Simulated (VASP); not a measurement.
# Te (Fm-3m) in VASP: further runs

Te is run at these levels: BLYP; tasks: single point.

Everything below comes from runs of VASP 6.6.1. Logs are shortened: lines on timing, memory, paths and dates and some standing lists are left out, and cuts for length are marked.

**1. The cell of the first run**

Symmetry: Fm-3m, No. 225, cubic system. Conventional cell: a = 5.041 Å, b = 5.041 Å, c = 5.041 Å, α = 90.00°, β = 90.00°, γ = 90.00°. Te (site symmetry m-3m) has 12 Te at 3.56 Å within 4.7 Å.

**2. Single point, BLYP**

The input, INCAR:

```
SYSTEM = Te
  PREC = Accurate
  ENCUT = 520
  EDIFF = 1E-6
  ISMEAR = -1
  SIGMA = 0.1
  LREAL = .FALSE.
  LASPH = .TRUE.
  NELM = 80
  ALGO = Normal
  ISIF = 2
  LWAVE = .FALSE.
  LCHARG = .FALSE.
  GGA = B5
  ALDAX = 1.0
  AGGAX = 1.0
  AGGAC = 1.0
  ALDAC = 0.0
  NBANDS = 9
```

The input, KPOINTS:

```
Automatic mesh
0
G
  11 11 11
  0 0 0
```

The input, POSCAR:

```
Te
1.0
    0.0000000000      2.5203803360      2.5203803360
    2.5203803360      0.0000000000      2.5203803360
    2.5203803360      2.5203803360      0.0000000000
Te
1
Direct
    0.0000000000      0.0000000000      0.0000000000
```

Potentials or basis: VASP PAW PBE potentials, release 64 (Te).

The run is started by

```
$ cat potpaw_PBE.64/Te/POTCAR > POTCAR
$ mpirun -np 1 vasp_std > vasp.out
```

OUTCAR:

```text
SYSTEM = Te
   PREC = Accurate
   ENCUT = 520
   EDIFF = 1E-6
   ISMEAR = -1
   LREAL = .FALSE.
   LASPH = .TRUE.
   NELM = 80
   ISIF = 2
   GGA = B5

 ion  position               nearest neighbor table
   1  0.000  0.000  0.000-

  LATTYP: Found a face centered cubic cell.
 ALAT       =     5.0407606720

  Lattice vectors:

 A1 = (   0.0000000000,   2.5203803360,   2.5203803360)
 A2 = (   2.5203803360,   0.0000000000,   2.5203803360)
 A3 = (   2.5203803360,   2.5203803360,   0.0000000000)

Analysis of symmetry for initial positions (statically):
=====================================================================
 Subroutine PRICEL returns:
 Original cell was already a primitive cell.

 Routine SETGRP: Setting up the symmetry group for a
 face centered cubic supercell.

 Subroutine GETGRP returns: Found 48 space group operations
 (whereof 48 operations were pure point group operations)
 out of a pool of 48 trial point group operations.

The static configuration has the point symmetry O_h .

Analysis of symmetry for dynamics (positions and initial velocities):
=====================================================================
 Subroutine PRICEL returns:
 Original cell was already a primitive cell.

 Routine SETGRP: Setting up the symmetry group for a
 face centered cubic supercell.

 Subroutine GETGRP returns: Found 48 space group operations
 (whereof 48 operations were pure point group operations)
 out of a pool of 48 trial point group operations.

The dynamic configuration has the point symmetry O_h .

 Subroutine INISYM returns: Found 48 space group operations
 (whereof 48 operations are pure point group operations),
 and found     1 'primitive' translations

----------------------------------------------------------------------------------------

                                     Primitive cell

  volume of cell :      32.0205

  direct lattice vectors                    reciprocal lattice vectors
     0.000000000  2.520380336  2.520380336    -0.198382757  0.198382757  0.198382757
     2.520380336  0.000000000  2.520380336     0.198382757 -0.198382757  0.198382757
     2.520380336  2.520380336  0.000000000     0.198382757  0.198382757 -0.198382757

  length of vectors
     3.564356054  3.564356054  3.564356054     0.343609015  0.343609015  0.343609015

[... 73 lines left out ...]
   LNONCOLLINEAR =      F non collinear calculations
   LSORBIT =      F    spin-orbit coupling
   LASPH  =      T    aspherical Exc in radial PAW
   ENCUT  =  520.0 eV  38.22 Ry    6.18 a.u.   6.63  6.63  6.63*2*pi/ulx,y,z
   NELM   =     80;   NELMIN=  2; NELMDL= -5     # of ELM steps
   EDIFF  = 0.1E-05   stopping-criterion for ELM
   LREAL  =      F    real-space projection
   EDIFFG = 0.1E-04   stopping-criterion for IOM
   NSW    =      0    number of steps for IOM
   IBRION =     -1    ionic relax: 0-MD 1-quasi-New 2-CG
   NFREE  =      0    steps in history (QN), initial steepest desc. (CG)
   ISIF   =      2    stress and relaxation
   ISYM   =      2    0-nonsym 1-usesym 2-fastsym
   POTIM  = 0.5000    time-step for ionic-motion
   TEBEG  =    0.0;   TEEND  =   0.0 temperature during run
   PSTRESS=    0.0 pullay stress
   NELECT =       6.0000    total number of electrons
   NUPDOWN=      -1.0000    fix difference up-down
   EMIN   =  10.00;   EMAX   =-10.00  energy-range for DOS
   EFERMI =   0.00;   METHOD = LEGACY
   ISMEAR =    -1;   SIGMA  =   0.10  broadening in eV -4-tet -1-fermi 0-gaus
   EFERMI_NEDOS =   21; number of points for ismear=-14 and -15
   IALGO  =     38    algorithm
   IMIX   =      4    mixing-type and parameters
     AMIX     =   0.40;   BMIX     =  1.00
     AMIX_MAG =   1.60;   BMIX_MAG =  1.00
  volume/ion in A,a.u.               =      32.02       216.09
  Fermi-wavevector in a.u.,A,eV,Ry     =   0.936805  1.770305 11.940520  0.877603
  Thomas-Fermi vector in A             =   2.063852
   LORBIT       =      0    0 simple, 1 ext, 2 COOP (PROOUT), +10 PAW based schemes
   GGA     = B5    functional components
   LHFCALC =     F    Hartree Fock is set to
   AEXX    =    0.0000 exact exchange contribution
   IVDW    =     0    specifies the selected vdW correction
   LEPSILON=     F    determine dielectric tensor
   LRPA    =     F    only Hartree local field effects (RPA)
 non-spin polarized calculation
  energy-cutoff  :      520.00
  volume of cell :       32.02
 maximum number of plane-waves:       889
   NGX = 13   NGY = 13   NGZ = 13

 number of electron       6.0000000 magnetization

 Free energy of the ion-electron system (eV)
  ---------------------------------------------------
  ext. energy  EPLUGINS =         0.00000000
  ---------------------------------------------------
  free energy    TOTEN  =        -1.98183289 eV

  energy without entropy =       -1.94429055  energy(sigma->0) =       -1.96306172

 E-fermi :   6.6595     XC(G=0):  -8.9058

 val. band max:        6.6580018757   @ k =  -0.2727   0.3636   0.0909
 cond. band min:       6.7031610726   @ k =   0.3636   0.1818   0.0909
 fundamental gap:      0.0451591969
 Fermi energy:         6.6594534816

 k-point     1 :       0.0000    0.0000    0.0000
  band No.  band energies     occupation
      1      -6.2607      2.00000
      2       9.0343      0.00000
      3       9.0343      0.00000
      4       9.0343      0.00000
      5      15.5797      0.00000
      6      16.1419      0.00000
      7      16.1419      0.00000
      8      16.1419      0.00000
      9      17.7849      0.00000
[... 265 lines left out ...]
 k-point    24 :      -0.1818    0.1818    0.0000
  band No.  band energies     occupation
      1      -5.0687      2.00000
      2       4.8000      2.00000
      3       6.3673      1.89781
      4       8.5745      0.00000
      5      15.3069      0.00000
      6      15.7641      0.00000
      7      17.0526      0.00000
      8      17.3884      0.00000
      9      17.3970      0.00000

 [... further k-points ...]
[... 5 lines left out ...]
  --------------------------------------------------------------------------------------
  -------------------------------------------------------------------------------------
  Total        0.0040156      0.0040156      0.0040156     -0.0000000      0.0000000     -0.0000000
  in kB        0.2009220      0.2009220      0.2009220     -0.0000000      0.0000000     -0.0000000
  external PRESSURE =       0.2009220 kB  Pullay stress =       0.0000000 kB

 VOLUME and BASIS-vectors are now :
 -----------------------------------------------------------------------------
  energy-cutoff  :      520.00
  volume of cell :       32.02
      direct lattice vectors                 reciprocal lattice vectors
     0.000000000  2.520380336  2.520380336    -0.198382757  0.198382757  0.198382757
     2.520380336  0.000000000  2.520380336     0.198382757 -0.198382757  0.198382757
     2.520380336  2.520380336  0.000000000     0.198382757  0.198382757 -0.198382757

 POSITION                                       TOTAL-FORCE (eV/Angst)
 -----------------------------------------------------------------------------------
      0.00000      0.00000      0.00000        -0.000000     -0.000000     -0.000000
 -----------------------------------------------------------------------------------
    total drift:                                0.000000      0.000000      0.000000

  FREE ENERGIE OF THE ION-ELECTRON SYSTEM (eV)
  ---------------------------------------------------
  free  energy   TOTEN  =        -1.9818328924 eV

  energy  without entropy=       -1.9442905525  energy(sigma->0) =       -1.96306172
```

OSZICAR:

```text
N       E                     dE             d eps       ncg     rms          rms(c)
DAV:   1     0.107555093479E+02    0.10756E+02   -0.22455E+03  1008   0.500E+02
DAV:   2    -0.163612244836E+01   -0.12392E+02   -0.12014E+02  1350   0.680E+01
DAV:   3    -0.197931057880E+01   -0.34319E+00   -0.33735E+00  1276   0.107E+01
DAV:   4    -0.198130743473E+01   -0.19969E-02   -0.19966E-02  1417   0.102E+00
DAV:   5    -0.198131701661E+01   -0.95819E-05   -0.95821E-05  1305   0.571E-02    0.427E+00
DAV:   6    -0.198128065205E+01    0.36365E-04   -0.15773E-03  1214   0.205E-01    0.261E+00
DAV:   7    -0.198182441117E+01   -0.54376E-03   -0.33206E-03  1113   0.309E-01    0.107E-01
DAV:   8    -0.198183204477E+01   -0.76336E-05   -0.11130E-04  1244   0.621E-02    0.159E-02
DAV:   9    -0.198183289243E+01   -0.84766E-06   -0.25278E-06  1453   0.115E-02
   1 F= -.19818329E+01 E0= -.19630617E+01  d E =-.375423E-01
```

Run time: 11 s. Hardware: 1 thread of Intel Xeon Platinum 8488C (Sapphire Rapids), shared host; peak memory 0.16 GiB.

Results:

```yaml
Free_energy: -1.9818 eV
Pressure: 0.0 GPa
Band_gap_on_the_k_mesh: zero (band 3 reaches 9.03 eV, above the bottom of band 4 at 5.35 eV)
```

Caveat: the PAW data sets were made with another functional, which shifts forces and pressure a little; spin-orbit coupling is left out, which moves the levels of the heavy elements.

(Part 1 of 2 ends here.)
